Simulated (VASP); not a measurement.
# ZrC (Fm-3m) in VASP: notebook

ZrC is run at these levels: PBE; tasks: electric field gradients.

Everything below comes from runs of VASP 6.6.1. Logs are shortened: lines on timing, memory, paths and dates and some standing lists are left out, and cuts for length are marked.

## Step 1: The cell of the first run

The structure is cubic, space group Fm-3m (No. 225). Conventional cell: a = 4.669 Å, b = 4.669 Å, c = 4.669 Å, α = 90.00°, β = 90.00°, γ = 90.00°. Within 3.1 Å of Zr (site symmetry m-3m) lie 6 C at 2.33 Å. Within 3.1 Å of C (site symmetry m-3m) lie 6 Zr at 2.33 Å.

## Step 2: Electric field gradients, PBE (volume scaled by 0.98)

Contents of INCAR:

```
SYSTEM = ZrC
  ALGO = Normal
  EDIFF = 1E-8
  ENCUT = 520
  GGA = PE
  ISIF = 2
  ISMEAR = -1
  LASPH = .TRUE.
  LCHARG = .FALSE.
  LEFG = .TRUE.
  LREAL = .FALSE.
  LWAVE = .FALSE.
  NBANDS = 15
  NELM = 80
  PREC = Accurate
  SIGMA = 0.05
```

Contents of KPOINTS:

```
k-points
0
G
  15 15 15
  0 0 0
```

Contents of POSCAR:

```
ZrC
1.0
    0.0000000000      2.3344363032      2.3344363032
    2.3344363032      0.0000000000      2.3344363032
    2.3344363032      2.3344363032      0.0000000000
Zr C
1 1
Direct
    0.5000000000      0.5000000000      0.5000000000
    0.0000000000      0.0000000000      0.0000000000
```

Potentials or basis: VASP PAW PBE potentials, release 64 (Zr_sv, C).

Command:

```sh
$ cat potpaw_PBE.64/Zr_sv/POTCAR potpaw_PBE.64/C/POTCAR > POTCAR
$ mpirun -np 1 vasp_std > vasp.out
```

OUTCAR:

```text
SYSTEM = ZrC
   EDIFF = 1E-8
   ENCUT = 520
   GGA = PE
   ISIF = 2
   ISMEAR = -1
   LASPH = .TRUE.
   LREAL = .FALSE.
   NELM = 80
   PREC = Accurate

 ion  position               nearest neighbor table
   1  0.500  0.500  0.500-   2 2.33   2 2.33   2 2.33   2 2.33   2 2.33   2 2.33
   2  0.000  0.000  0.000-   1 2.33   1 2.33   1 2.33   1 2.33   1 2.33   1 2.33

  LATTYP: Found a face centered cubic cell.
 ALAT       =     4.6688726064

  Lattice vectors:

 A1 = (   0.0000000000,   2.3344363032,   2.3344363032)
 A2 = (   2.3344363032,   0.0000000000,   2.3344363032)
 A3 = (   2.3344363032,   2.3344363032,   0.0000000000)

Analysis of symmetry for initial positions (statically):
=====================================================================
 Subroutine PRICEL returns:
 Original cell was already a primitive cell.

 Routine SETGRP: Setting up the symmetry group for a
 face centered cubic supercell.

 Subroutine GETGRP returns: Found 48 space group operations
 (whereof 48 operations were pure point group operations)
 out of a pool of 48 trial point group operations.

The static configuration has the point symmetry O_h .

Analysis of symmetry for dynamics (positions and initial velocities):
=====================================================================
 Subroutine PRICEL returns:
 Original cell was already a primitive cell.

 Routine SETGRP: Setting up the symmetry group for a
 face centered cubic supercell.

 Subroutine GETGRP returns: Found 48 space group operations
 (whereof 48 operations were pure point group operations)
 out of a pool of 48 trial point group operations.

The dynamic configuration has the point symmetry O_h .

 Subroutine INISYM returns: Found 48 space group operations
 (whereof 48 operations are pure point group operations),
 and found     1 'primitive' translations

----------------------------------------------------------------------------------------

                                     Primitive cell

  volume of cell :      25.4435

  direct lattice vectors                    reciprocal lattice vectors
     0.000000000  2.334436303  2.334436303    -0.214184469  0.214184469  0.214184469
     2.334436303  0.000000000  2.334436303     0.214184469 -0.214184469  0.214184469
     2.334436303  2.334436303  0.000000000     0.214184469  0.214184469 -0.214184469

  length of vectors
     3.301391480  3.301391480  3.301391480     0.370978382  0.370978382  0.370978382

  position of ions in fractional coordinates (direct lattice)
     0.500000000  0.500000000  0.500000000
     0.000000000  0.000000000  0.000000000

  ion indices of the primitive-cell ions
   primitive index   ion index
                 1           1
                 2           2

----------------------------------------------------------------------------------------

 KPOINTS: k-points

Automatic generation of k-mesh.
 Grid dimensions read from file:
 generate k-points for:   15   15   15

 Generating k-lattice:

  Cartesian coordinates                     Fractional coordinates (reciprocal lattice)
    -0.014278965  0.014278965  0.014278965     0.066666667  0.000000000  0.000000000
     0.014278965 -0.014278965  0.014278965     0.000000000  0.066666667  0.000000000
     0.014278965  0.014278965 -0.014278965     0.000000000  0.000000000  0.066666667

  Length of vectors
     0.024731892  0.024731892  0.024731892

  Shift w.r.t. Gamma in fractional coordinates (k-lattice)
     0.000000000  0.000000000  0.000000000

 Subroutine IBZKPT returns following result:
 ===========================================

 Found    120 irreducible k-points:

 Following reciprocal coordinates:
            Coordinates               Weight
  0.000000  0.000000  0.000000      1.000000
  0.066667  0.000000  0.000000      8.000000
  0.133333  0.000000  0.000000      8.000000
  0.200000  0.000000  0.000000      8.000000
  0.266667  0.000000  0.000000      8.000000
  0.333333  0.000000  0.000000      8.000000
[... 16 lines left out ...]
  0.133333  0.133333  0.000000      6.000000
  0.200000  0.133333  0.000000     24.000000
 [... further k-points ...]
   k-points           NKPTS =    120   k-points in BZ     NKDIM =    120   number of bands    NBANDS=     15
   number of dos      NEDOS =    301   number of ions     NIONS =      2
   total plane-waves  NPLWV =  21952
   dimension x,y,z NGX =    28 NGY =   28 NGZ =   28
   dimension x,y,z NGXF=    56 NGYF=   56 NGZF=   56
   ions per type =               1   1
   NGX,Y,Z   is equivalent  to a cutoff of  14.10, 14.10, 14.10 a.u.
   NGXF,Y,Z  is equivalent  to a cutoff of  28.20, 28.20, 28.20 a.u.
 SYSTEM =  ZrC
   PREC   = accura    normal or accurate (medium, high low for compatibility)
   ISTART =      0    job   : 0-new  1-cont  2-samecut
   ICHARG =      2    charge: 1-file 2-atom 10-const
   ISPIN  =      1    spin polarized calculation?
   LNONCOLLINEAR =      F non collinear calculations
   LSORBIT =      F    spin-orbit coupling
   LASPH  =      T    aspherical Exc in radial PAW
   ENCUT  =  520.0 eV  38.22 Ry    6.18 a.u.   6.14  6.14  6.14*2*pi/ulx,y,z
   NELM   =     80;   NELMIN=  2; NELMDL= -5     # of ELM steps
   EDIFF  = 0.1E-07   stopping-criterion for ELM
   LREAL  =      F    real-space projection
   EDIFFG = 0.1E-06   stopping-criterion for IOM
   NSW    =      0    number of steps for IOM
   IBRION =     -1    ionic relax: 0-MD 1-quasi-New 2-CG
   NFREE  =      0    steps in history (QN), initial steepest desc. (CG)
   ISIF   =      2    stress and relaxation
   ISYM   =      2    0-nonsym 1-usesym 2-fastsym
   POTIM  = 0.5000    time-step for ionic-motion
   TEBEG  =    0.0;   TEEND  =   0.0 temperature during run
   PSTRESS=    0.0 pullay stress
   NELECT =      16.0000    total number of electrons
   NUPDOWN=      -1.0000    fix difference up-down
   EMIN   =  10.00;   EMAX   =-10.00  energy-range for DOS
   EFERMI =   0.00;   METHOD = LEGACY
   ISMEAR =    -1;   SIGMA  =   0.05  broadening in eV -4-tet -1-fermi 0-gaus
   EFERMI_NEDOS =   21; number of points for ismear=-14 and -15
   IALGO  =     38    algorithm
   IMIX   =      4    mixing-type and parameters
     AMIX     =   0.40;   BMIX     =  1.00
     AMIX_MAG =   1.60;   BMIX_MAG =  1.00
  volume/ion in A,a.u.               =      12.72        85.85
  Fermi-wavevector in a.u.,A,eV,Ry     =   1.402564  2.650462 26.765201  1.967187
  Thomas-Fermi vector in A             =   2.525313
   LORBIT       =      0    0 simple, 1 ext, 2 COOP (PROOUT), +10 PAW based schemes
   GGA     = PE    functional components
   LHFCALC =     F    Hartree Fock is set to
   AEXX    =    0.0000 exact exchange contribution
   IVDW    =     0    specifies the selected vdW correction
   LEPSILON=     F    determine dielectric tensor
   LRPA    =     F    only Hartree local field effects (RPA)
 non-spin polarized calculation
  energy-cutoff  :      520.00
  volume of cell :       25.44
 maximum number of plane-waves:       701
 NGX is ok and might be reduce to    28
   NGX = 13   NGY = 13   NGZ = 13

 number of electron      16.0000000 magnetization

 Free energy of the ion-electron system (eV)
  ---------------------------------------------------
  ext. energy  EPLUGINS =         0.00000000
  ---------------------------------------------------
  free energy    TOTEN  =       -19.44958499 eV

  energy without entropy =      -19.44714257  energy(sigma->0) =      -19.44836378

 E-fermi :   9.8405     XC(G=0): -12.2335

 val. band max:        9.8265568023   @ k =   0.3333   0.2667   0.0000
 cond. band min:       9.8601266257   @ k =   0.4000   0.3333   0.0000
 fundamental gap:      0.0335698234
 Fermi energy:         9.8404809205

 k-point     1 :       0.0000    0.0000    0.0000
  band No.  band energies     occupation
      1     -38.1795      2.00000
      2     -15.8761      2.00000
      3     -15.8761      2.00000
      4     -15.8761      2.00000
      5      -1.5304      2.00000
      6      10.7865      0.00000
      7      10.7865      0.00000
      8      10.7865      0.00000
      9      10.9485      0.00000
     10      10.9485      0.00000
     11      10.9485      0.00000
     12      12.7186      0.00000
     13      12.7186      0.00000
     14      17.3885      0.00000
     15      20.3499      0.00000

 k-point     2 :       0.0667    0.0000    0.0000
  band No.  band energies     occupation
      1     -38.1747      2.00000
      2     -15.9192      2.00000
      3     -15.8798      2.00000
      4     -15.8798      2.00000
      5      -1.4254      2.00000
      6       9.9733      0.13120
      7      10.1836      0.00209
      8      10.1836      0.00209
      9      11.1832      0.00000
     10      11.1832      0.00000
     11      11.5305      0.00000
     12      13.3021      0.00000
     13      13.3021      0.00000
     14      17.6070      0.00000
     15      20.6365      0.00000

 k-point     3 :       0.1333    0.0000    0.0000
  band No.  band energies     occupation
      1     -38.1612      2.00000
      2     -16.0391      2.00000
      3     -15.8902      2.00000
      4     -15.8902      2.00000
      5      -1.1233      2.00000
      6       8.9385      2.00000
      7       9.3358      1.99992
      8       9.3358      1.99992
      9      11.5120      0.00000
     10      11.5120      0.00000
     11      11.9818      0.00000
     12      14.4541      0.00000
     13      14.4541      0.00000
     14      18.1639      0.00000
     15      21.4166      0.00000
[... 343 lines left out ...]
 k-point    23 :       0.1333    0.1333    0.0000
  band No.  band energies     occupation
      1     -38.1552      2.00000
      2     -16.0272      2.00000
      3     -15.9271      2.00000
      4     -15.9271      2.00000
      5      -1.0229      2.00000
      6       8.1472      2.00000
      7       9.7387      1.76893
      8       9.7387      1.76893
      9      10.2630      0.00043
     10      12.7763      0.00000
     11      12.7763      0.00000
     12      12.9557      0.00000
     13      15.1464      0.00000
     14      18.7207      0.00000
     15      21.7674      0.00000

 k-point    24 :       0.2000    0.1333    0.0000
  band No.  band energies     occupation
      1     -38.1403      2.00000
      2     -16.1375      2.00000
      3     -15.9517      2.00000
      4     -15.9418      2.00000
      5      -0.7247      2.00000
      6       7.4623      2.00000
      7       9.1327      2.00000
      8       9.3897      1.99976
      9      10.4112      0.00002
     10      12.8480      0.00000
     11      13.2536      0.00000
     12      13.8962      0.00000
     13      15.8764      0.00000
     14      19.4537      0.00000
     15      22.5733      0.00000

 [... further k-points ...]

------------------------ aborting loop because EDIFF is reached ----------------------------------------

  FORCE on cell =-STRESS in cart. coord.  units (eV):
  Direction    XX          YY          ZZ          XY          YZ          ZX
  --------------------------------------------------------------------------------------
  -------------------------------------------------------------------------------------
  Total        0.9866174      0.9866174      0.9866174      0.0000000     -0.0000000     -0.0000000
  in kB       62.1274138     62.1274138     62.1274138      0.0000000     -0.0000000     -0.0000000
  external PRESSURE =      62.1274138 kB  Pullay stress =       0.0000000 kB

 VOLUME and BASIS-vectors are now :
 -----------------------------------------------------------------------------
  energy-cutoff  :      520.00
  volume of cell :       25.44
      direct lattice vectors                 reciprocal lattice vectors
     0.000000000  2.334436303  2.334436303    -0.214184469  0.214184469  0.214184469
     2.334436303  0.000000000  2.334436303     0.214184469 -0.214184469  0.214184469
     2.334436303  2.334436303  0.000000000     0.214184469  0.214184469 -0.214184469

 POSITION                                       TOTAL-FORCE (eV/Angst)
 -----------------------------------------------------------------------------------
      2.33444      2.33444      2.33444        -0.000000     -0.000000      0.000000
      0.00000      0.00000      0.00000         0.000000      0.000000     -0.000000
 -----------------------------------------------------------------------------------
    total drift:                                0.000000      0.000000      0.000000

  FREE ENERGIE OF THE ION-ELECTRON SYSTEM (eV)
  ---------------------------------------------------
  free  energy   TOTEN  =       -19.4495849908 eV

  energy  without entropy=      -19.4471425717  energy(sigma->0) =      -19.44836378

 Electric field gradients (V/A^2)
---------------------------------------------------------------------
 ion       V_xx      V_yy      V_zz      V_xy      V_xz      V_yz
---------------------------------------------------------------------
   1       0.000     0.000     0.000    -0.000    -0.000    -0.000
   2       0.000    -0.000    -0.000    -0.000    -0.000    -0.000
---------------------------------------------------------------------

 Electric field gradients after diagonalization (V/A^2)
 (convention: |V_zz| > |V_xx| > |V_yy|)
----------------------------------------------------------------------
 ion       V_xx      V_yy      V_zz     asymmetry (V_yy - V_xx)/ V_zz
----------------------------------------------------------------------
   1       0.000     0.000    -0.000       0.000
   2       0.000     0.000    -0.000       0.000
----------------------------------------------------------------------

           NMR quadrupolar parameters

 Cq : quadrupolar parameter    Cq=e*Q*V_zz/h
 eta: asymmetry parameters     (V_yy - V_xx)/ V_zz
 Q  : nuclear electric quadrupole moment in mb (millibarn)
----------------------------------------------------------------------
 ion       Cq(MHz)       eta       Q (mb)
----------------------------------------------------------------------
   1      -0.000       0.000       1.000
   2      -0.000       0.000       1.000
----------------------------------------------------------------------
```

It took 27 s on 1 thread of Intel Xeon 6975P-C (Granite Rapids), shared host; peak memory 0.19 GiB.

Results:

```
Free energy            : -19.4496 eV
Pressure               : 6.2 GPa
Band gap on the k mesh : zero (band 8 reaches 10.79 eV, above the bottom of band 9 at 9.48 eV)
```

Caveat: without QUAD_EFG the Cq values of the log hold for a quadrupole moment of 1 mb, not for the nuclei.

(Part 1 of 2 ends here.)
